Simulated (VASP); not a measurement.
Write the native input for VASP 6.6.1 that does the following.

| Item | Value |
| --- | --- |
| Task | single point |
| Functional | PBEsol |
| Potentials or basis | VASP PAW PBE potentials, release 64 (Cd, S) |
| Cutoff | 520 eV |
| k mesh | 8 × 8 × 8 |
| Occupations | fermi-dirac, width 0.03 eV |
| Spin | no spin polarisation |
| Dipole correction | no |
| Further INCAR settings | ALGO = Normal; EDIFF = 1e-06; NBANDS = 16 |

The structure of CdS lies in POSCAR:

```
CdS
1.0
    0.0000000000      2.9429534649      2.9429534649
    2.9429534649      0.0000000000      2.9429534649
    2.9429534649      2.9429534649      0.0000000000
Cd S
1 1
Direct
    0.0000000000      0.0000000000      0.0000000000
    0.7500000000      0.7500000000      0.7500000000
```

These files were run (other wordings do the same):

INCAR

```
  PREC = Accurate
  ENCUT = 520
  EDIFF = 1E-6
  ISMEAR = -1
  SIGMA = 0.03
  LREAL = False
  LASPH = True
  NELM = 60
  ALGO = Normal
  ISIF = 2
  LWAVE = False
  LCHARG = False
  GGA = PS
  NBANDS = 16
```

KPOINTS

```
regular mesh
0
Gamma
  8 8 8
```

Potentials or basis: VASP PAW PBE potentials, release 64 (Cd, S).

The run is started by

```bash
$ cat potpaw_PBE.64/Cd/POTCAR potpaw_PBE.64/S/POTCAR > POTCAR
$ mpirun -np 1 vasp_std > vasp.out
```

It gave:

```
Pressure               : -1.5 GPa
Band gap on the k mesh : 0.95 eV, direct
```

Caveat: the PAW data sets were made with another functional, which shifts forces and pressure a little.

Wall time 35 s on 1 thread of Intel Xeon 8259CL, on a shared host, peak memory 0.18 GiB.
